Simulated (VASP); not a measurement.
# AlN in VASP: notebook, part 2 of 2

VASP 6.6.1. Earlier steps stand in the parts before.

## (3) Single point, PBE (atoms displaced along a vibrational mode)

INCAR reads:

```
SYSTEM = AlN
  PREC = Accurate
  ENCUT = 520
  EDIFF = 1E-6
  ISMEAR = 0
  SIGMA = 0.05
  LREAL = .False.
  LASPH = .True.
  NELM = 80
  ALGO = Normal
  ISIF = 2
  LWAVE = .False.
  LCHARG = .False.
  GGA = PE
  NBANDS = 26
```

KPOINTS reads:

```
regular mesh
0
Gamma
  8 6 4
  0 0 0
```

POSCAR reads:

```
AlN
1.0
   -3.3134793387      0.0000000000      0.0000000000
    0.0000000000      0.0000000000     -4.1875902400
    0.0000000000     -5.7391145645      0.0000000000
Al N
4 4
Direct
    0.5444246017      0.2423139018      0.1666666667
   -0.0444246017      0.2423139018      0.6666666667
    0.0444246017      0.7423139018      0.3333333333
    0.4555753983      0.7423139018      0.8333333333
    0.5428032807      0.7648056511      0.1666666667
   -0.0428032807      0.7648056511      0.6666666667
    0.0428032807      0.2648056511      0.3333333333
    0.4571967193      0.2648056511      0.8333333333
```

Potentials or basis: VASP PAW PBE potentials, release 64 (Al, N).

Started as:

```bash
$ cat potpaw_PBE.64/Al/POTCAR potpaw_PBE.64/N/POTCAR > POTCAR
$ mpirun -np 1 vasp_std > vasp.out
```

OUTCAR:

```text
SYSTEM = AlN
   PREC = Accurate
   ENCUT = 520
   EDIFF = 1E-6
   ISMEAR = 0
   LREAL = .False.
   LASPH = .True.
   NELM = 80
   ISIF = 2
   GGA = PE

 ion  position               nearest neighbor table
   1  0.544  0.242  0.167-   7 1.91   7 1.92   8 1.94   5 2.00   5 2.19   3 2.84   3 2.84   3 2.84
                             3 2.84   4 2.85   4 2.85   2 3.18   2 3.18
   2  0.956  0.242  0.667-   8 1.91   8 1.92   7 1.94   6 2.00   6 2.19   4 2.84   4 2.84   4 2.84
                             4 2.84   3 2.85   3 2.85   1 3.18   1 3.18
   3  0.044  0.742  0.333-   5 1.91   5 1.92   6 1.94   7 2.00   7 2.19   1 2.84   1 2.84   1 2.84
                             1 2.84   2 2.85   2 2.85   4 3.18   4 3.18
   4  0.456  0.742  0.833-   6 1.91   6 1.92   5 1.94   8 2.00   8 2.19   2 2.84   2 2.84   2 2.84
                             2 2.84   1 2.85   1 2.85   3 3.18   3 3.18
   5  0.543  0.765  0.167-   3 1.91   3 1.92   4 1.94   1 2.00   1 2.19
   6  0.957  0.765  0.667-   4 1.91   4 1.92   3 1.94   2 2.00   2 2.19
   7  0.043  0.265  0.333-   1 1.91   1 1.92   2 1.94   3 2.00   3 2.19
   8  0.457  0.265  0.833-   2 1.91   2 1.92   1 1.94   4 2.00   4 2.19

  LATTYP: Found a simple orthorhombic cell.
 ALAT       =     3.3134793387
 B/A-ratio  =     1.2638045426
 C/A-ratio  =     1.7320508076

[... 206 lines left out ...]
      3      -5.7863      2.00000
      4      -5.2150      2.00000
      5       1.1162      2.00000
      6       1.4849      2.00000
[... 685 lines left out ...]
     25      17.7703      0.00000
     26      18.2675      0.00000

 [... further k-points ...]

------------------------ aborting loop because EDIFF is reached ----------------------------------------

  FORCE on cell =-STRESS in cart. coord.  units (eV):
  Direction    XX          YY          ZZ          XY          YZ          ZX
  --------------------------------------------------------------------------------------
  -------------------------------------------------------------------------------------
  Total       -1.0512262     -0.6164552      0.8815377      0.0000000      0.0000000      0.0000000
  in kB      -21.1501492    -12.4027721     17.7360994      0.0000000      0.0000000      0.0000000
  external PRESSURE =      -5.2722740 kB  Pullay stress =       0.0000000 kB

 VOLUME and BASIS-vectors are now :
 -----------------------------------------------------------------------------
  energy-cutoff  :      520.00
  volume of cell :       79.63
      direct lattice vectors                 reciprocal lattice vectors
    -3.313479339  0.000000000  0.000000000    -0.301797566  0.000000000  0.000000000
     0.000000000  0.000000000 -4.187590240     0.000000000  0.000000000 -0.238800824
     0.000000000 -5.739114565  0.000000000     0.000000000 -0.174242906  0.000000000

 POSITION                                       TOTAL-FORCE (eV/Angst)
 -----------------------------------------------------------------------------------
     -1.80394     -0.95652     -1.01471         0.454346      0.173194     -0.179771
     -3.16628     -3.82608     -1.01471        -0.454346      0.173194     -0.179771
     -0.14720     -1.91304     -3.10851         0.454346     -0.173194     -0.179771
     -1.50954     -4.78260     -3.10851        -0.454346     -0.173194     -0.179771
     -1.79857     -0.95652     -3.20269         0.243115      0.213707      0.179771
     -3.17165     -3.82608     -3.20269        -0.243115      0.213707      0.179771
     -0.14183     -1.91304     -1.10890         0.243115     -0.213707      0.179771
     -1.51491     -4.78260     -1.10890        -0.243115     -0.213707      0.179771
 -----------------------------------------------------------------------------------
    total drift:                               -0.000000     -0.000002      0.000163

  FREE ENERGIE OF THE ION-ELECTRON SYSTEM (eV)
  ---------------------------------------------------
  free  energy   TOTEN  =       -58.4098393986 eV

  energy  without entropy=      -58.4098393986  energy(sigma->0) =      -58.40983940
```

OSZICAR:

```text
N       E                     dE             d eps       ncg     rms          rms(c)
DAV:   1     0.113981437185E+03    0.11398E+03   -0.14884E+04  3120   0.112E+03
DAV:   2    -0.577745472607E+02   -0.17176E+03   -0.15961E+03  4250   0.230E+02
DAV:   3    -0.672922877762E+02   -0.95177E+01   -0.94625E+01  4170   0.550E+01
DAV:   4    -0.673794059685E+02   -0.87118E-01   -0.87062E-01  3774   0.599E+00
DAV:   5    -0.673807072615E+02   -0.13013E-02   -0.13009E-02  4082   0.732E-01    0.165E+01
DAV:   6    -0.584484745489E+02    0.89322E+01   -0.27889E+01  3936   0.278E+01    0.560E+00
DAV:   7    -0.584514209462E+02   -0.29464E-02   -0.15418E+00  3776   0.627E+00    0.399E+00
DAV:   8    -0.584218864013E+02    0.29535E-01   -0.19451E-01  3666   0.288E+00    0.770E-01
DAV:   9    -0.584088832638E+02    0.13003E-01   -0.47518E-02  4168   0.114E+00    0.357E-01
DAV:  10    -0.584100210565E+02   -0.11378E-02   -0.57248E-03  3694   0.395E-01    0.224E-01
DAV:  11    -0.584098356074E+02    0.18545E-03   -0.56250E-04  3742   0.138E-01    0.534E-02
DAV:  12    -0.584098413212E+02   -0.57139E-05   -0.18336E-05  3698   0.281E-02    0.208E-02
DAV:  13    -0.584098392605E+02    0.20607E-05   -0.13663E-05  3690   0.202E-02    0.244E-03
DAV:  14    -0.584098393986E+02   -0.13810E-06   -0.49626E-07  1972   0.497E-03
   1 F= -.58409839E+02 E0= -.58409839E+02  d E =-.203436E-14
```

stdout:

```text
POSCAR found type information on POSCAR AlN
 POSCAR found :  2 types and       8 ions
 scaLAPACK will be used
 LDA part: xc-table for (Slater+PW92), standard interpolation
 POSCAR, INCAR and KPOINTS ok, starting setup
 FFT: planning ... GRIDC
 FFT: planning ... GRID_SOFT
 FFT: planning ... GRID
 WAVECAR not read
 entering main loop
```

Wall time 2.1 min (1 thread of Intel Xeon 8259CL, shared host); peak memory 0.24 GiB.

Results:

```yaml
Free_energy: -58.4098 eV
Pressure: -0.5 GPa
Largest_force: 0.518 eV/Å
Band_gap_on_the_k_mesh: 3.23 eV
```

Forces on the atoms (eV/Å):
```
Al   0.454  0.173 -0.180
Al  -0.454  0.173 -0.180
Al   0.454 -0.173 -0.180
Al  -0.454 -0.173 -0.180
N    0.243  0.214  0.180
N   -0.243  0.214  0.180
N    0.243 -0.214  0.180
N   -0.243 -0.214  0.180
```

Levels at points of the mesh, in eV from the valence-band top:
| k point | band 13 | band 14 | band 15 | band 16 | band 17 | band 18 | band 19 | band 20 |
| --- | --- | --- | --- | --- | --- | --- | --- | --- |
| (0.00, 0.00, 0.00) | -1.50 | -1.41 | -1.32 | 0.00 | 3.23 | 4.02 | 4.28 | 6.90 |
| (0.50, 0.00, 0.00) | -2.59 | -2.59 | -2.04 | -2.04 | 5.60 | 5.60 | 5.98 | 5.98 |
| (0.00, 0.50, 0.00) | -2.24 | -2.24 | -1.65 | -1.65 | 4.94 | 4.94 | 5.57 | 5.57 |
| (0.50, 0.50, 0.00) | -1.03 | -1.03 | -0.86 | -0.86 | 5.69 | 5.69 | 6.60 | 6.60 |
| (0.00, 0.00, 0.50) | -1.34 | -1.34 | -1.03 | -1.03 | 4.65 | 4.65 | 5.90 | 5.90 |
| (0.50, 0.00, 0.50) | -2.82 | -2.82 | -1.37 | -1.37 | 3.92 | 3.92 | 6.97 | 6.97 |
| (0.00, 0.50, 0.50) | -1.77 | -1.77 | -1.77 | -1.77 | 5.31 | 5.31 | 5.31 | 5.31 |
| (0.50, 0.50, 0.50) | -1.67 | -1.67 | -1.64 | -1.64 | 5.10 | 5.10 | 5.11 | 5.11 |

Caveat: the cell differs from its parent crystal (atoms displaced along a vibrational mode).

## (4) Single point, PBE (atoms displaced along a vibrational mode)

INCAR reads:

```
PREC = Accurate ; ENCUT = 520
EDIFF = 1E-7 ; ISMEAR = 0
SIGMA = 0.05 ; LREAL = False
LASPH = True ; NELM = 60
ALGO = Normal ; ISIF = 2
LWAVE = False ; LCHARG = True
GGA = PE ; LELF = True
LVHAR = True ; NBANDS = 26
```

KPOINTS reads:

```
regular mesh
0
Gamma
  8 6 4
```

POSCAR reads:

```
AlN
1.0
   -3.3134793387      0.0000000000      0.0000000000
    0.0000000000      0.0000000000     -4.1875902400
    0.0000000000     -5.7391145645      0.0000000000
Al N
4 4
Direct
    0.5333184513      0.2500000000      0.1666666667
   -0.0333184513      0.2500000000      0.6666666667
    0.0333184513      0.7500000000      0.3333333333
    0.4666815487      0.7500000000      0.8333333333
    0.5321024605      0.7500000000      0.1666666667
   -0.0321024605      0.7500000000      0.6666666667
    0.0321024605      0.2500000000      0.3333333333
    0.4678975395      0.2500000000      0.8333333333
```

Started as:

```bash
$ cat potpaw_PBE.64/Al/POTCAR potpaw_PBE.64/N/POTCAR > POTCAR
$ mpirun -np 1 vasp_std > vasp.out
```

It took 3.1 min on 1 thread of Intel Xeon 8259CL, shared host; peak memory 0.25 GiB.

It converged, with:

```
Free energy            : -58.5272 eV
Pressure               : -0.8 GPa
Largest force          : 0.354 eV/Å
Band gap on the k mesh : 3.22 eV
```

Forces in eV/Å, atoms in the order of the input:
```
Al   0.338  0.103  0.000
Al  -0.338  0.103  0.000
Al   0.338 -0.103  0.000
Al  -0.338 -0.103  0.000
N    0.174  0.126  0.000
N   -0.174  0.126  0.000
N    0.174 -0.126  0.000
N   -0.174 -0.126  0.000
```

Stress tensor (GPa, compression positive):
```
-0.97  0.00  0.00
 0.00 -0.57  0.00
 0.00  0.00 -0.92
```

Levels at points of the mesh, in eV from the valence-band top:
```
           k point  band 13  band 14  band 15  band 16  band 17  band 18  band 19  band 20
(0.00, 0.00, 0.00)    -1.57    -1.52    -1.41     0.00     3.22     3.94     4.31     6.98
(0.50, 0.00, 0.00)    -2.64    -2.64    -2.13    -2.13     5.62     5.62     5.93     5.93
(0.00, 0.50, 0.00)    -2.37    -2.37    -1.70    -1.70     4.97     4.97     5.60     5.60
(0.50, 0.50, 0.00)    -1.07    -1.07    -0.94    -0.94     5.76     5.76     6.45     6.45
(0.00, 0.00, 0.50)    -1.41    -1.41    -1.08    -1.08     4.67     4.67     5.94     5.94
(0.50, 0.00, 0.50)    -2.87    -2.87    -1.43    -1.43     3.88     3.88     7.03     7.03
(0.00, 0.50, 0.50)    -1.83    -1.83    -1.83    -1.83     5.31     5.31     5.31     5.31
(0.50, 0.50, 0.50)    -1.71    -1.71    -1.71    -1.71     5.07     5.07     5.07     5.07
```

Caveat: the cell differs from its parent crystal (atoms displaced along a vibrational mode).

## (5) Summary

```csv
cell,gap on the mesh (eV),pressure (GPa),largest force (eV/Å)
"as given, atomic positions A",3.15,-1.9,0.63
"as given, atomic positions B",3.23,-0.5,0.52
"as given, atomic positions C",3.22,-0.8,0.35
```

Alike in all rows: task single point; level PBE; potentials or basis VASP PAW PBE potentials, release 64 (Al, N); no spin polarisation; k mesh 8 × 6 × 4; cutoff (eV) 520; smearing gaussian 0.05 eV.

Total energies depend on the potentials used, so only differences within one code and one set of settings carry meaning.
